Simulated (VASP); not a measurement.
# Ag (P6_3/mmc) in VASP: further runs

Runs on Ag. Level: PBEsol. Tasks: single point.

Everything below comes from runs of VASP 6.6.1. Logs are shortened: lines on timing, memory, paths and dates and some standing lists are left out, and cuts for length are marked.

## Step 1: The cell of the first run

It takes space group P6_3/mmc (No. 194, hexagonal). Conventional cell: a = 2.387 Å, b = 2.387 Å, c = 3.919 Å, α = 90.00°, β = 90.00°, γ = 120.00°. Ag (site symmetry -6m2) has 12 Ag at 2.39 to 2.40 Å within 3.2 Å.

This isn't the form of Ag at room conditions, which is fcc.

## Step 2: Single point, PBEsol (9.67 Å³/atom)

INCAR reads:

```
ALGO = Normal
EDIFF = 1E-6
ENCUT = 520
GGA = PS
ISIF = 2
ISMEAR = -1
LASPH = T
LCHARG = T
LELF = T
LREAL = F
LVHAR = T
LWAVE = F
NBANDS = 18
NELM = 60
PREC = Accurate
SIGMA = 0.05
```

KPOINTS reads:

```
k-points
0
Gamma
  15 15 8
```

POSCAR reads:

```
Ag
1.0
    2.3871084978      0.0000000000      0.0000000000
   -1.1935542490      2.0672966007      0.0000000000
    0.0000000000      0.0000000000      3.9185757608
Ag
2
Direct
    0.3333333333      0.6666666667      0.2500000000
    0.6666666667      0.3333333333      0.7500000000
```

Potentials or basis: VASP PAW PBE potentials, release 64 (Ag).

Started as:

```bash
cat potpaw_PBE.64/Ag/POTCAR > POTCAR
mpirun -np 1 vasp_std > vasp.out
```

OUTCAR:

```text
EDIFF = 1E-6
   ENCUT = 520
   GGA = PS
   ISIF = 2
   ISMEAR = -1
   LASPH = T
   LREAL = F
   NELM = 60
   PREC = Accurate

 ion  position               nearest neighbor table
   1  0.333  0.667  0.250-   2 2.40   2 2.40   2 2.40   2 2.40   2 2.40   2 2.40   2 3.38   2 3.38
                             2 3.38   2 3.38   2 3.38   2 3.38
   2  0.667  0.333  0.750-   1 2.40   1 2.40   1 2.40   1 2.40   1 2.40   1 2.40   1 3.38   1 3.38
                             1 3.38   1 3.38   1 3.38   1 3.38

  LATTYP: Found a hexagonal cell.
 ALAT       =     2.3871084978
 C/A-ratio  =     1.6415574593

  Lattice vectors:

 A1 = (   2.3871084978,   0.0000000000,   0.0000000000)
 A2 = (  -1.1935542490,   2.0672966007,   0.0000000000)
 A3 = (   0.0000000000,   0.0000000000,   3.9185757608)

Analysis of symmetry for initial positions (statically):
=====================================================================
 Subroutine PRICEL returns:
 Original cell was already a primitive cell.

 Routine SETGRP: Setting up the symmetry group for a
 hexagonal supercell.

 Subroutine GETGRP returns: Found 24 space group operations
 (whereof 12 operations were pure point group operations)
 out of a pool of 24 trial point group operations.

The static configuration has the point symmetry D_3d.
 The point group associated with its full space group is D_6h.

Analysis of symmetry for dynamics (positions and initial velocities):
=====================================================================
 Subroutine PRICEL returns:
 Original cell was already a primitive cell.

 Routine SETGRP: Setting up the symmetry group for a
 hexagonal supercell.

 Subroutine GETGRP returns: Found 24 space group operations
 (whereof 12 operations were pure point group operations)
 out of a pool of 24 trial point group operations.

The dynamic configuration has the point symmetry D_3d.
 The point group associated with its full space group is D_6h.

 Subroutine INISYM returns: Found 24 space group operations
 (whereof 12 operations are pure point group operations),
 and found     1 'primitive' translations

----------------------------------------------------------------------------------------

                                     Primitive cell

  volume of cell :      19.3376

  direct lattice vectors                    reciprocal lattice vectors
     2.387108498  0.000000000  0.000000000     0.418916862  0.241861763  0.000000000
    -1.193554249  2.067296601  0.000000000     0.000000000  0.483723526  0.000000000
     0.000000000  0.000000000  3.918575761     0.000000000  0.000000000  0.255194760

  length of vectors
     2.387108498  2.387108498  3.918575761     0.483723526  0.483723526  0.255194760

  position of ions in fractional coordinates (direct lattice)
     0.333333333  0.666666667  0.250000000
     0.666666667  0.333333333  0.750000000

  ion indices of the primitive-cell ions
   primitive index   ion index
                 1           1
                 2           2

----------------------------------------------------------------------------------------

 KPOINTS: k-points

Automatic generation of k-mesh.
 Grid dimensions read from file:
 generate k-points for:   15   15    8

 Generating k-lattice:

  Cartesian coordinates                     Fractional coordinates (reciprocal lattice)
     0.027927791  0.016124118  0.000000000     0.066666667  0.000000000  0.000000000
     0.000000000  0.032248235  0.000000000     0.000000000  0.066666667  0.000000000
     0.000000000  0.000000000  0.031899345     0.000000000  0.000000000  0.125000000

  Length of vectors
     0.032248235  0.032248235  0.031899345

  Shift w.r.t. Gamma in fractional coordinates (k-lattice)
     0.000000000  0.000000000  0.000000000

 Subroutine IBZKPT returns following result:
 ===========================================

 Found    135 irreducible k-points:

 Following reciprocal coordinates:
            Coordinates               Weight
  0.000000  0.000000  0.000000      1.000000
  0.066667  0.000000  0.000000      6.000000
  0.133333  0.000000  0.000000      6.000000
  0.200000  0.000000  0.000000      6.000000
  0.266667  0.000000  0.000000      6.000000
  0.333333  0.000000  0.000000      6.000000
[... 16 lines left out ...]
  0.333333  0.200000  0.000000     12.000000
  0.400000  0.200000  0.000000      6.000000
 [... further k-points ...]
   k-points           NKPTS =    135   k-points in BZ     NKDIM =    135   number of bands    NBANDS=     18
   number of dos      NEDOS =    301   number of ions     NIONS =      2
   total plane-waves  NPLWV =   9720
   dimension x,y,z NGX =    18 NGY =   18 NGZ =   30
   dimension x,y,z NGXF=    36 NGYF=   36 NGZF=   60
   ions per type =               2
   NGX,Y,Z   is equivalent  to a cutoff of  12.54, 12.54, 12.73 a.u.
   NGXF,Y,Z  is equivalent  to a cutoff of  25.07, 25.07, 25.46 a.u.
 SYSTEM =  unknown system
   PREC   = accura    normal or accurate (medium, high low for compatibility)
   ISTART =      0    job   : 0-new  1-cont  2-samecut
   ICHARG =      2    charge: 1-file 2-atom 10-const
   ISPIN  =      1    spin polarized calculation?
   LNONCOLLINEAR =      F non collinear calculations
   LSORBIT =      F    spin-orbit coupling
   LASPH  =      T    aspherical Exc in radial PAW
   ENCUT  =  520.0 eV  38.22 Ry    6.18 a.u.   4.44  4.44  7.29*2*pi/ulx,y,z
   NELM   =     60;   NELMIN=  2; NELMDL= -5     # of ELM steps
   EDIFF  = 0.1E-05   stopping-criterion for ELM
   LREAL  =      F    real-space projection
   EDIFFG = 0.1E-04   stopping-criterion for IOM
   NSW    =      0    number of steps for IOM
   IBRION =     -1    ionic relax: 0-MD 1-quasi-New 2-CG
   NFREE  =      0    steps in history (QN), initial steepest desc. (CG)
   ISIF   =      2    stress and relaxation
   ISYM   =      2    0-nonsym 1-usesym 2-fastsym
   POTIM  = 0.5000    time-step for ionic-motion
   TEBEG  =    0.0;   TEEND  =   0.0 temperature during run
   PSTRESS=    0.0 pullay stress
   NELECT =      22.0000    total number of electrons
   NUPDOWN=      -1.0000    fix difference up-down
   EMIN   =  10.00;   EMAX   =-10.00  energy-range for DOS
   EFERMI =   0.00;   METHOD = LEGACY
   ISMEAR =    -1;   SIGMA  =   0.05  broadening in eV -4-tet -1-fermi 0-gaus
   EFERMI_NEDOS =   21; number of points for ismear=-14 and -15
   IALGO  =     38    algorithm
   IMIX   =      4    mixing-type and parameters
     AMIX     =   0.40;   BMIX     =  1.00
     AMIX_MAG =   1.60;   BMIX_MAG =  1.00
  volume/ion in A,a.u.               =       9.67        65.25
  Fermi-wavevector in a.u.,A,eV,Ry     =   1.709023  3.229586 39.739363  2.920761
  Thomas-Fermi vector in A             =   2.787584
   LORBIT       =      0    0 simple, 1 ext, 2 COOP (PROOUT), +10 PAW based schemes
   GGA     = PS    functional components
   LHFCALC =     F    Hartree Fock is set to
   AEXX    =    0.0000 exact exchange contribution
   IVDW    =     0    specifies the selected vdW correction
   LEPSILON=     F    determine dielectric tensor
   LRPA    =     F    only Hartree local field effects (RPA)
 non-spin polarized calculation
  energy-cutoff  :      520.00
  volume of cell :       19.34
 maximum number of plane-waves:       549
 NGX is ok and might be reduce to    18
   NGX =  9   NGY =  9   NGZ = 15

 number of electron      22.0000003 magnetization

 Free energy of the ion-electron system (eV)
  ---------------------------------------------------
  ext. energy  EPLUGINS =         0.00000000
  ---------------------------------------------------
  free energy    TOTEN  =         0.49115955 eV

  energy without entropy =        0.49196481  energy(sigma->0) =        0.49156218

 E-fermi :  19.7678     XC(G=0): -16.1199

 val. band max:       19.7402789370   @ k =   0.0667   0.0667   0.0000
 cond. band min:      19.9676583782   @ k =   0.4667   0.0667   0.1250
 fundamental gap:      0.2273794411
 Fermi energy:        19.7678379479

 k-point     1 :       0.0000    0.0000    0.0000
  band No.  band energies     occupation
      1       6.1930      2.00000
      2       7.4851      2.00000
      3      11.0925      2.00000
      4      11.3322      2.00000
      5      11.3322      2.00000
      6      11.9990      2.00000
[... 10 lines left out ...]
     17      44.9674      0.00000
     18      44.9857      0.00000

 k-point     2 :       0.0667    0.0000    0.0000
  band No.  band energies     occupation
      1       6.3990      2.00000
      2       7.6385      2.00000
      3      10.8653      2.00000
      4      11.4942      2.00000
      5      11.5246      2.00000
      6      11.9182      2.00000
[... 10 lines left out ...]
     17      42.9991      0.00000
     18      43.7515      0.00000

 k-point     3 :       0.1333    0.0000    0.0000
  band No.  band energies     occupation
      1       6.9731      2.00000
      2       8.0290      2.00000
      3      10.4909      2.00000
      4      11.6142      2.00000
      5      11.9671      2.00000
      6      12.0162      2.00000
[... 10 lines left out ...]
     17      40.6623      0.00000
     18      41.6976      0.00000

 k-point     4 :       0.2000    0.0000    0.0000
  band No.  band energies     occupation
      1       7.7359      2.00000
      2       8.3900      2.00000
      3      10.2895      2.00000
      4      10.9152      2.00000
      5      11.4234      2.00000
      6      12.1975      2.00000
[... 375 lines left out ...]
      4      10.6671      2.00000
      5      10.7983      2.00000
      6      12.0809      2.00000
[... 10 lines left out ...]
     17      38.2889      0.00000
     18      38.3003      0.00000

 k-point    23 :       0.3333    0.2000    0.0000
  band No.  band energies     occupation
      1       8.1914      2.00000
      2       8.6115      2.00000
      3       9.3668      2.00000
      4      10.8306      2.00000
      5      11.2500      2.00000
      6      11.7152      2.00000
[... 10 lines left out ...]
     17      36.1645      0.00000
     18      37.2818      0.00000

 k-point    24 :       0.4000    0.2000    0.0000
  band No.  band energies     occupation
      1       8.0785      2.00000
      2       8.5296      2.00000
      3       9.3655      2.00000
      4      10.8924      2.00000
      5      11.4764      2.00000
      6      11.5366      2.00000
[... 10 lines left out ...]
     17      35.0272      0.00000
     18      36.8093      0.00000

 [... further k-points ...]

------------------------ aborting loop because EDIFF is reached ----------------------------------------

  FORCE on cell =-STRESS in cart. coord.  units (eV):
  Direction    XX          YY          ZZ          XY          YZ          ZX
  --------------------------------------------------------------------------------------
  -------------------------------------------------------------------------------------
  Total       34.9234967     34.9234967     34.9477648     -0.0000000      0.0000000     -0.0000000
  in kB     2893.5107858   2893.5107858   2895.5214664     -0.0000001      0.0000000     -0.0000000
  external PRESSURE =    2894.1810127 kB  Pullay stress =       0.0000000 kB

 VOLUME and BASIS-vectors are now :
 -----------------------------------------------------------------------------
  energy-cutoff  :      520.00
  volume of cell :       19.34
      direct lattice vectors                 reciprocal lattice vectors
     2.387108498  0.000000000  0.000000000     0.418916862  0.241861763  0.000000000
    -1.193554249  2.067296601  0.000000000     0.000000000  0.483723526  0.000000000
     0.000000000  0.000000000  3.918575761     0.000000000  0.000000000  0.255194760

 POSITION                                       TOTAL-FORCE (eV/Angst)
 -----------------------------------------------------------------------------------
     -0.00000      1.37820      0.97964        -0.000000     -0.000000      0.000000
      1.19355      0.68910      2.93893         0.000000      0.000000     -0.000000
 -----------------------------------------------------------------------------------
    total drift:                                0.000000     -0.000000      0.000000

  FREE ENERGIE OF THE ION-ELECTRON SYSTEM (eV)
  ---------------------------------------------------
  free  energy   TOTEN  =         0.4911595459 eV

  energy  without entropy=        0.4919648061  energy(sigma->0) =        0.49156218
```

It took 56 s on 1 thread of Intel Xeon 8259CL, shared host; peak memory 0.16 GiB.

What came out:

```yaml
Free_energy: 0.4912 eV
Pressure: 289.4 GPa
Band_gap_on_the_k_mesh: zero (bands 11 and 12 overlap by 11.13 eV)
```

Caveat: the cell stands under pressure; the PAW data sets were made with another functional, which shifts forces and pressure a little.

## Step 3: Single point, PBEsol (9.67 Å³/atom)

INCAR reads:

```
SYSTEM = Ag
ALGO = Normal
EDIFF = 1E-6
ENCUT = 520
GGA = PS
ISIF = 2
ISMEAR = -1
LASPH = .True.
LCHARG = .False.
LREAL = .False.
LWAVE = .False.
NBANDS = 18
NELM = 100
PREC = Accurate
SIGMA = 0.05
```

KPOINTS reads:

```
k-points
0
Gamma
  15 15 8
  0 0 0
```

POSCAR is that of step 2.

Potentials or basis: VASP PAW PBE potentials, release 64 (Ag).

Started as:

```bash
cat potpaw_PBE.64/Ag/POTCAR > POTCAR
mpirun -np 1 vasp_std > vasp.out
```

It took 58 s on 1 thread of Intel Xeon 8259CL, shared host; peak memory 0.16 GiB.

It converged, with:

| Item | Value |
| --- | --- |
| Free energy | 0.4912 eV |
| Pressure | 289.4 GPa |
| Band gap on the k mesh | zero (bands 11 and 12 overlap by 11.13 eV) |

Stress tensor (GPa, compression positive):
```
289.35   0.00   0.00
  0.00 289.35   0.00
  0.00   0.00 289.55
```

Levels at points of the mesh, in eV from the Fermi level:
```csv
k point,band 9,band 10,band 11,band 12,band 13,band 14
"(0.00, 0.00, 0.00)",-6.79,-4.19,-4.19,-2.76,7.63,15.10
"(0.00, 0.00, 0.50)",-4.95,-4.95,-4.95,-4.95,14.07,14.07
```

Caveat: the cell stands under pressure; the PAW data sets were made with another functional, which shifts forces and pressure a little.

## Step 4: Single point, PBEsol (11.34 Å³/atom)

This run uses another cell than the first one, of 11.34 Å³/atom.

INCAR reads:

```
SYSTEM = Ag
  PREC = Accurate
  ENCUT = 520
  EDIFF = 1E-6
  ISMEAR = -1
  SIGMA = 0.05
  LREAL = .FALSE.
  LASPH = .TRUE.
  NELM = 80
  ALGO = Normal
  ISIF = 2
  LWAVE = .FALSE.
  LCHARG = .FALSE.
  GGA = PS
  NBANDS = 18
```

KPOINTS reads:

```
Automatic mesh
0
G
  15 15 8
  0 0 0
```

POSCAR reads:

```
Ag
1.0
    2.5166461286      0.0000000000      0.0000000000
   -1.2583230643      2.1794794797      0.0000000000
    0.0000000000      0.0000000000      4.1334165986
Ag
2
Direct
    0.3333333333      0.6666666667      0.2500000000
    0.6666666667      0.3333333333      0.7500000000
```

Started as:

```bash
cat potpaw_PBE.64/Ag/POTCAR > POTCAR
mpirun -np 1 vasp_std > vasp.out
```

Run time: 64 s. Hardware: 1 thread of Intel Xeon 8259CL, shared host; peak memory 0.17 GiB.

It converged, with:

* Free energy: -3.6959 eV
* Pressure: 132.7 GPa
* Band gap on the k mesh: zero (bands 11 and 12 overlap by 9.75 eV)

Levels at points of the mesh, in eV from the Fermi level:
```
           k point  band 9  band 10  band 11  band 12  band 13  band 14
(0.00, 0.00, 0.00)   -5.78    -3.78    -3.78    -2.10     6.14    15.71
(0.00, 0.00, 0.50)   -4.38    -4.38    -4.38    -4.38    13.78    13.78
```

Caveat: the cell stands under pressure; the PAW data sets were made with another functional, which shifts forces and pressure a little.

(Part 1 of 2 ends here.)
